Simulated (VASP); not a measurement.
# InSe2 (P4/nmm) in VASP: a series of runs, part 2 of 2

VASP 6.6.1. The steps go on from the part before.

## 3. Single point, PBE

Contents of INCAR:

```
PREC = Accurate
ENCUT = 520
EDIFF = 1E-6
ISMEAR = -5
SIGMA = 0.1
LREAL = F
LASPH = T
NELM = 100
ALGO = Normal
ISIF = 2
LWAVE = F
LCHARG = F
GGA = PE
NBANDS = 34
```

Contents of KPOINTS:

```
regular mesh
0
Gamma
  10 10 4
```

Contents of POSCAR:

```
InSe2
1.0
    3.8948930000      0.0000000000      0.0000000000
    0.0000000000      3.8948930000      0.0000000000
    0.0000000000      0.0000000000      9.6262310000
In Se
2 4
Direct
    0.0000000000      0.5000000000      0.7064680000
    0.5000000000      0.0000000000      0.2935320000
    0.0000000000      0.5000000000      0.3662120000
    0.5000000000      0.0000000000      0.6337880000
    0.0000000000      0.0000000000      0.0000000000
    0.5000000000      0.5000000000      0.0000000000
```

Potentials or basis: VASP PAW PBE potentials, release 64 (In_d, Se).

Launch:

```bash
> cat potpaw_PBE.64/In_d/POTCAR potpaw_PBE.64/Se/POTCAR > POTCAR
> mpirun -np 1 vasp_std > vasp.out
```

OUTCAR:

```text
PREC = Accurate
   ENCUT = 520
   EDIFF = 1E-6
   ISMEAR = -5
   LREAL = F
   LASPH = T
   NELM = 100
   ISIF = 2
   GGA = PE

 ion  position               nearest neighbor table
   1  0.000  0.500  0.706-   4 2.84   4 2.84   4 2.84   4 2.84   3 3.28
   2  0.500  0.000  0.294-   3 2.84   3 2.84   3 2.84   3 2.84   4 3.28
   3  0.000  0.500  0.366-   2 2.84   2 2.84   2 2.84   2 2.84   1 3.28
   4  0.500  0.000  0.634-   1 2.84   1 2.84   1 2.84   1 2.84   2 3.28
   5  0.000  0.000  0.000-   6 2.75   6 2.75   6 2.75   6 2.75
   6  0.500  0.500  0.000-   5 2.75   5 2.75   5 2.75   5 2.75

  LATTYP: Found a simple tetragonal cell.
 ALAT       =     3.8948930000
 C/A-ratio  =     2.4715007575

  Lattice vectors:

 A1 = (   3.8948930000,   0.0000000000,   0.0000000000)
 A2 = (   0.0000000000,   3.8948930000,   0.0000000000)
 A3 = (   0.0000000000,   0.0000000000,   9.6262310000)

Analysis of symmetry for initial positions (statically):
=====================================================================
 Subroutine PRICEL returns:
 Original cell was already a primitive cell.

 Routine SETGRP: Setting up the symmetry group for a
 simple tetragonal supercell.

 Subroutine GETGRP returns: Found 16 space group operations
 (whereof  8 operations were pure point group operations)
 out of a pool of 16 trial point group operations.

The static configuration has the point symmetry D_2d.
 The point group associated with its full space group is D_4h.

Analysis of symmetry for dynamics (positions and initial velocities):
=====================================================================
 Subroutine PRICEL returns:
 Original cell was already a primitive cell.
[... 135 lines left out ...]
   EFERMI_NEDOS =   21; number of points for ismear=-14 and -15
   IALGO  =     38    algorithm
   IMIX   =      4    mixing-type and parameters
     AMIX     =   0.40;   BMIX     =  1.00
     AMIX_MAG =   1.60;   BMIX_MAG =  1.00
  volume/ion in A,a.u.               =      24.34       164.25
  Fermi-wavevector in a.u.,A,eV,Ry     =   1.145291  2.164286 17.846635  1.311691
  Thomas-Fermi vector in A             =   2.281980
   LORBIT       =      0    0 simple, 1 ext, 2 COOP (PROOUT), +10 PAW based schemes
   GGA     = PE    functional components
   LHFCALC =     F    Hartree Fock is set to
   AEXX    =    0.0000 exact exchange contribution
   IVDW    =     0    specifies the selected vdW correction
   LEPSILON=     F    determine dielectric tensor
   LRPA    =     F    only Hartree local field effects (RPA)
 non-spin polarized calculation
 Fermi weights with tetrahedron method with Bloechl corrections
  energy-cutoff  :      520.00
  volume of cell :      146.03
 maximum number of plane-waves:      3972
 NGX is ok and might be reduce to    30
   NGX = 15   NGY = 15   NGZ = 35

 number of electron      49.9999991 magnetization

 Free energy of the ion-electron system (eV)
  ---------------------------------------------------
  ext. energy  EPLUGINS =         0.00000000
  ---------------------------------------------------
  free energy    TOTEN  =       -20.28326694 eV

  energy without entropy =      -20.28326694  energy(sigma->0) =      -20.28326694

 E-fermi :   4.9368     XC(G=0):  -9.8755

 val. band max:        5.1246067522   @ k =   0.4000   0.2000   0.2500
 cond. band min:       4.8973475806   @ k =   0.5000   0.1000   0.5000
 fundamental gap:     -0.2272591716
 Fermi energy:         4.9368385804

 k-point     1 :       0.0000    0.0000    0.0000
  band No.  band energies     occupation
      1     -10.1048      2.00000
      2      -9.6042      2.00000
      3      -9.5414      2.00000
      4      -9.4059      2.00000
      5      -9.4027      2.00000
      6      -9.3756      2.00000
[... 877 lines left out ...]
     33      10.6626      0.00000
     34      11.4171      0.00000

 [... further k-points ...]

------------------------ aborting loop because EDIFF is reached ----------------------------------------

  FORCE on cell =-STRESS in cart. coord.  units (eV):
  Direction    XX          YY          ZZ          XY          YZ          ZX
  --------------------------------------------------------------------------------------
  -------------------------------------------------------------------------------------
  Total       -0.5328738     -0.5328738      0.6246013      0.0000000     -0.0000000      0.0000000
  in kB       -5.8463871     -5.8463871      6.8527694      0.0000000     -0.0000000      0.0000000
  external PRESSURE =      -1.6133349 kB  Pullay stress =       0.0000000 kB

 VOLUME and BASIS-vectors are now :
 -----------------------------------------------------------------------------
  energy-cutoff  :      520.00
  volume of cell :      146.03
      direct lattice vectors                 reciprocal lattice vectors
     3.894893000  0.000000000  0.000000000     0.256746463  0.000000000  0.000000000
     0.000000000  3.894893000  0.000000000     0.000000000  0.256746463  0.000000000
     0.000000000  0.000000000  9.626231000     0.000000000  0.000000000  0.103882818

 POSITION                                       TOTAL-FORCE (eV/Angst)
 -----------------------------------------------------------------------------------
      0.00000      1.94745      6.80062         0.000000     -0.000000     -0.106168
      1.94745      0.00000      2.82561         0.000000     -0.000000      0.106168
      0.00000      1.94745      3.52524        -0.000000     -0.000000     -0.031512
      1.94745      0.00000      6.10099         0.000000      0.000000      0.031512
      0.00000      0.00000      0.00000         0.000000     -0.000000      0.000000
      1.94745      1.94745      0.00000         0.000000      0.000000      0.000000
 -----------------------------------------------------------------------------------
    total drift:                                0.000000      0.000000      0.000000

  FREE ENERGIE OF THE ION-ELECTRON SYSTEM (eV)
  ---------------------------------------------------
  free  energy   TOTEN  =       -20.2832669390 eV

  energy  without entropy=      -20.2832669390  energy(sigma->0) =      -20.28326694
```

OSZICAR:

```text
N       E                     dE             d eps       ncg     rms          rms(c)
DAV:   1     0.450560885735E+03    0.45056E+03   -0.22138E+04  4286   0.160E+03
DAV:   2     0.402712205547E+02   -0.41029E+03   -0.39198E+03  4406   0.395E+02
DAV:   3    -0.174916967837E+02   -0.57763E+02   -0.55241E+02  5424   0.150E+02
DAV:   4    -0.207242160955E+02   -0.32325E+01   -0.31805E+01  5110   0.342E+01
DAV:   5    -0.208384783090E+02   -0.11426E+00   -0.11382E+00  5894   0.695E+00    0.718E+00
DAV:   6    -0.203119203996E+02    0.52656E+00   -0.70624E-01  5930   0.138E+01    0.421E+00
DAV:   7    -0.202862554459E+02    0.25665E-01   -0.47594E-01  6124   0.503E+00    0.125E+00
DAV:   8    -0.202831363168E+02    0.31191E-02   -0.50059E-02  5904   0.219E+00    0.557E-01
DAV:   9    -0.202833647007E+02   -0.22838E-03   -0.63598E-03  5752   0.460E-01    0.184E-01
DAV:  10    -0.202832567450E+02    0.10796E-03   -0.51590E-04  6130   0.306E-01    0.804E-02
DAV:  11    -0.202832418434E+02    0.14902E-04   -0.10443E-04  5684   0.948E-02    0.162E-02
DAV:  12    -0.202832536422E+02   -0.11799E-04   -0.73367E-06  6142   0.183E-02    0.135E-02
DAV:  13    -0.202832669548E+02   -0.13313E-04   -0.13651E-06  2860   0.834E-03    0.309E-03
DAV:  14    -0.202832683647E+02   -0.14099E-05   -0.64897E-07  2350   0.496E-03    0.861E-04
DAV:  15    -0.202832667999E+02    0.15647E-05   -0.10694E-07  2318   0.327E-03    0.287E-04
DAV:  16    -0.202832669390E+02   -0.13909E-06   -0.28828E-08  2268   0.159E-03
   1 F= -.20283267E+02 E0= -.20283267E+02  d E =0.000000E+00
```

stdout:

```text
POSCAR found type information on POSCAR InSe
 POSCAR found :  2 types and       6 ions
 scaLAPACK will be used
 LDA part: xc-table for (Slater+PW92), standard interpolation
 POSCAR, INCAR and KPOINTS ok, starting setup
 FFT: planning ... GRIDC
 FFT: planning ... GRID_SOFT
 FFT: planning ... GRID
 WAVECAR not read
 entering main loop
 -----------------------------------------------------------------------------
|                                                                             |
|           W    W    AA    RRRRR   N    N  II  N    N   GGGG   !!!           |
|           W    W   A  A   R    R  NN   N  II  NN   N  G    G  !!!           |
|           W    W  A    A  R    R  N N  N  II  N N  N  G       !!!           |
|           W WW W  AAAAAA  RRRRR   N  N N  II  N  N N  G  GGG   !            |
|           WW  WW  A    A  R   R   N   NN  II  N   NN  G    G                |
|           W    W  A    A  R    R  N    N  II  N    N   GGGG   !!!           |
|                                                                             |
|     Tetrahedron method does not include variations of the Fermi             |
|     occupations, so forces and stress will be inaccurate. We suggest        |
|     using a different smearing scheme ISMEAR = 1 or 2 for metals in         |
|     relaxations.                                                            |
|                                                                             |
 -----------------------------------------------------------------------------
```

Run time: 8.9 min. Hardware: 1 thread of Intel Xeon 8259CL, shared host; peak memory 0.37 GiB.

What came out:

```yaml
Free_energy: -20.2833 eV
Pressure: -0.2 GPa
Largest_force: 0.106 eV/Å
Band_gap_on_the_k_mesh: zero (bands 25 and 26 overlap by 2.11 eV)
```

Forces on the atoms (eV/Å):
```
In   0.000  0.000 -0.106
In   0.000  0.000  0.106
Se   0.000  0.000 -0.032
Se   0.000  0.000  0.032
Se   0.000  0.000  0.000
Se   0.000  0.000  0.000
```

Caveat: spin-orbit coupling is left out, which moves the levels of the heavy elements; tetrahedron occupations give inexact forces and stress in metals.

## 4. Single point, PBE

Contents of INCAR:

```
ALGO     = Normal         # electronic algorithm
EDIFF    = 1E-7           # SCF threshold, eV
ENCUT    = 520            # plane-wave cutoff, eV
GGA      = PE             # functional
ISIF     = 2              # what is computed and relaxed
ISMEAR   = 0              # smearing method
LASPH    = True           # aspherical terms in the spheres
LCHARG   = False          # write CHGCAR
LREAL    = False          # projectors in reciprocal space
LWAVE    = False          # write WAVECAR
NBANDS   = 34             # bands
NELM     = 100            # most SCF steps
PREC     = Accurate       # precision mode
SIGMA    = 0.1            # smearing width, eV
```

Contents of KPOINTS:

```
k-points
0
Gamma
  12 12 6
```

POSCAR is that of step 3.

Launch:

```bash
> cat potpaw_PBE.64/In_d/POTCAR potpaw_PBE.64/Se/POTCAR > POTCAR
> mpirun -np 1 vasp_std > vasp.out
```

Run time: 14 min. Hardware: 1 thread of Intel Xeon 8259CL, shared host; peak memory 0.52 GiB.

The run converged. Its results:

```
Free energy            : -20.3023 eV
Pressure               : -0.2 GPa
Largest force          : 0.067 eV/Å
Band gap on the k mesh : zero (bands 25 and 26 overlap by 2.04 eV)
```

Forces in eV/Å, atoms in the order of the input:
```
In   0.000  0.000 -0.067
In   0.000  0.000  0.067
Se   0.000  0.000 -0.039
Se   0.000  0.000  0.039
Se   0.000  0.000  0.000
Se   0.000  0.000  0.000
```

Stress tensor (GPa, compression positive):
```
-0.56  0.00  0.00
 0.00 -0.56  0.00
 0.00  0.00  0.54
```

Levels at points of the mesh, in eV from the Fermi level:
```csv
k point,band 22,band 23,band 24,band 25,band 26,band 27,band 28,band 29
"(0.00, 0.00, 0.00)",-1.87,-1.57,-1.57,0.31,0.71,2.94,2.94,3.46
"(0.50, 0.00, 0.00)",-1.74,-1.17,-1.17,-0.83,-0.83,1.84,1.84,3.23
"(0.50, 0.50, 0.00)",-3.43,-1.40,-1.40,-0.91,-0.91,2.85,2.85,4.08
"(0.00, 0.00, 0.50)",-1.51,-1.51,-1.04,0.31,0.77,2.20,2.94,2.94
"(0.50, 0.00, 0.50)",-1.51,-0.84,-0.84,-0.84,-0.84,1.30,1.30,3.59
"(0.50, 0.50, 0.50)",-3.27,-1.64,-1.64,-1.29,-1.29,3.66,3.66,4.56
```

Caveat: spin-orbit coupling is left out, which moves the levels of the heavy elements.

## 5. Single point, PBE

Contents of INCAR:

```
  PREC = Accurate
  ENCUT = 520
  EDIFF = 1E-6
  ISMEAR = 0
  SIGMA = 0.1
  LREAL = F
  LASPH = T
  NELM = 60
  ALGO = Normal
  ISIF = 2
  LWAVE = F
  LCHARG = F
  GGA = PE
  NBANDS = 34
```

Contents of KPOINTS:

```
Automatic mesh
0
Gamma
  14 14 6
```

POSCAR is that of step 4.

Launch:

```bash
> cat potpaw_PBE.64/In_d/POTCAR potpaw_PBE.64/Se/POTCAR > POTCAR
> mpirun -np 1 vasp_std > vasp.out
```

It took 20 min on 1 thread of Intel Xeon 8259CL, shared host; peak memory 0.63 GiB.

The run converged. Its results:

* Free energy: -20.2933 eV
* Pressure: -0.2 GPa
* Largest force: 0.075 eV/Å
* Band gap on the k mesh: zero (bands 25 and 26 overlap by 2.12 eV)

Forces on the atoms (eV/Å):
```
In   0.000  0.000 -0.075
In   0.000  0.000  0.075
Se   0.000  0.000 -0.036
Se   0.000  0.000  0.036
Se   0.000  0.000  0.000
Se   0.000  0.000  0.000
```

Stress tensor (GPa, compression positive):
```
-0.51  0.00  0.00
 0.00 -0.51  0.00
 0.00  0.00  0.57
```

Levels at points of the mesh, in eV from the Fermi level:
| k point | band 21 | band 22 | band 23 | band 24 | band 25 | band 26 | band 27 | band 28 | band 29 | band 30 |
| --- | --- | --- | --- | --- | --- | --- | --- | --- | --- | --- |
| (0.00, 0.00, 0.00) | -2.28 | -1.93 | -1.63 | -1.63 | 0.25 | 0.65 | 2.86 | 2.86 | 3.39 | 4.45 |
| (0.50, 0.00, 0.00) | -1.82 | -1.82 | -1.24 | -1.24 | -0.89 | -0.89 | 1.78 | 1.78 | 3.17 | 3.17 |
| (0.50, 0.50, 0.00) | -3.49 | -3.49 | -1.47 | -1.47 | -0.98 | -0.98 | 2.79 | 2.79 | 4.02 | 4.02 |
| (0.00, 0.00, 0.50) | -2.34 | -1.57 | -1.57 | -1.10 | 0.24 | 0.71 | 2.14 | 2.86 | 2.86 | 3.63 |
| (0.50, 0.00, 0.50) | -1.58 | -1.58 | -0.90 | -0.90 | -0.90 | -0.90 | 1.24 | 1.24 | 3.53 | 3.53 |
| (0.50, 0.50, 0.50) | -3.33 | -3.33 | -1.71 | -1.71 | -1.35 | -1.35 | 3.60 | 3.60 | 4.49 | 4.49 |

Caveat: spin-orbit coupling is left out, which moves the levels of the heavy elements.

## 6. Relaxation of cell and atoms, PBE

Contents of INCAR:

```
  ALGO = Normal
  EDIFF = 1E-6
  EDIFFG = -0.01
  ENCUT = 600
  GGA = PE
  IBRION = 2
  ISIF = 3
  ISMEAR = 0
  LASPH = True
  LCHARG = False
  LREAL = False
  LWAVE = False
  NELM = 60
  NSW = 80
  PREC = Accurate
  SIGMA = 0.1
```

Contents of KPOINTS:

```
k-points
0
Gamma
  10 10 4
```

POSCAR is that of step 5.

Potentials or basis: VASP PAW PBE potentials, release 64 (In_d, Se).

Launch:

```bash
> cat potpaw_PBE.64/In_d/POTCAR potpaw_PBE.64/Se/POTCAR > POTCAR
> mpirun -np 1 vasp_std > vasp.out
```

It took 12 min on 1 thread of AMD EPYC 9R45 (Zen 5), shared host; peak memory 0.45 GiB.

Results (log left out):

```yaml
Free_energy: -20.2884 eV
Relaxed_volume: 24.55 Å³/atom
Relaxed_cell: a = 3.884 Å, b = 3.884 Å, c = 9.763 Å, α = 90.00°, β = 90.00°, γ = 90.00°
Space_group_after_relaxing_to_0.1_Å: P4/nmm (No. 129)
Energy_gained_by_relaxing: 0.7 meV/atom
Ionic_steps: 10
Pressure_after_relaxing: 0.0 GPa
Largest_force_after_relaxing: 0.006 eV/Å
Band_gap_on_the_k_mesh: zero (bands 25 and 26 overlap by 2.08 eV)
```

Forces in eV/Å, atoms in the order of the input:
```
In   0.000  0.000 -0.006
In   0.000  0.000  0.006
Se   0.000  0.000 -0.002
Se   0.000  0.000  0.002
Se   0.000  0.000  0.000
Se   0.000  0.000  0.000
```

Stress tensor (GPa, compression positive):
```
 0.03  0.00  0.00
 0.00  0.03  0.00
 0.00  0.00 -0.05
```

Step by step:
```tsv
step	energy change (eV)	largest force (eV/Å)	pressure (GPa)	volume (Å³)
1	0.0000	0.0555	-0.07	146.03
2	-0.0023	0.0299	0.21	145.80
3	-0.0025	0.0199	0.32	145.71
4	-0.0041	0.0161	0.10	146.68
5	-0.0044	0.0166	-0.01	147.18
6	-0.0044	0.0168	-0.01	147.21
7	-0.0044	0.0170	-0.03	147.26
8	-0.0044	0.0121	0.00	147.25
9	-0.0044	0.0063	0.03	147.24
10	-0.0045	0.0058	0.01	147.30
```

Final structure:
```yaml
crystal:
  lattice:
    - [3.88440, 0.00000, 0.00000]
    - [0.00000, 3.88440, 0.00000]
    - [0.00000, 0.00000, 9.76256]
  atoms:
    - { symbol: In, position: [0.00000, 0.50000, 0.70528] }
    - { symbol: In, position: [0.50000, 0.00000, 0.29472] }
    - { symbol: Se, position: [0.00000, 0.50000, 0.36542] }
    - { symbol: Se, position: [0.50000, 0.00000, 0.63458] }
    - { symbol: Se, position: [0.00000, 0.00000, 0.00000] }
    - { symbol: Se, position: [0.50000, 0.50000, 0.00000] }
```

Levels at points of the mesh, in eV from the Fermi level:
| k point | band 23 | band 24 | band 25 | band 26 | band 27 | band 28 |
| --- | --- | --- | --- | --- | --- | --- |
| (0.00, 0.00, 0.00) | -1.77 | -1.77 | 0.25 | 0.48 | 2.89 | 2.89 |
| (0.50, 0.00, 0.00) | -1.30 | -1.30 | -0.98 | -0.98 | 1.66 | 1.66 |
| (0.50, 0.50, 0.00) | -1.55 | -1.55 | -1.12 | -1.12 | 2.68 | 2.68 |
| (0.00, 0.00, 0.50) | -1.72 | -1.29 | 0.25 | 0.51 | 2.04 | 2.89 |
| (0.50, 0.00, 0.50) | -1.05 | -1.05 | -0.99 | -0.99 | 1.13 | 1.13 |
| (0.50, 0.50, 0.50) | -1.75 | -1.75 | -1.45 | -1.45 | 3.42 | 3.42 |

Caveat: spin-orbit coupling is left out, which moves the levels of the heavy elements.

## 7. Overview

| task | cell | k mesh | cutoff (eV) | smearing | gap on the mesh (eV) | pressure (GPa) | largest force (eV/Å) |
| --- | --- | --- | --- | --- | --- | --- | --- |
| single point | as given | 10 × 10 × 4 | 520 | methfessel-paxton 0.3 eV | none | -0.1 | 0.06 |
| single point | as given | 10 × 10 × 4 | 520 | tetrahedron | none | -0.2 | 0.11 |
| single point | as given | 12 × 12 × 6 | 520 | gaussian 0.1 eV | none | -0.2 | 0.07 |
| single point | as given | 14 × 14 × 6 | 520 | gaussian 0.1 eV | none | -0.2 | 0.07 |
| relaxation of cell and atoms | relaxed | 10 × 10 × 4 | 600 | gaussian 0.1 eV | none | 0.0 | 0.01 |

Alike in all rows: level PBE; potentials or basis VASP PAW PBE potentials, release 64 (In_d, Se); no spin polarisation.

Caveats: spin-orbit coupling is left out, which moves the levels of the heavy elements; so wide a smearing shifts energies and pressures (at least some runs); tetrahedron occupations give inexact forces and stress in metals (at least some runs).

Total energies depend on the potentials used, so only differences within one code and one set of settings carry meaning.

The gap in the log of VASP goes by the Fermi energy; the results here count the filled bands.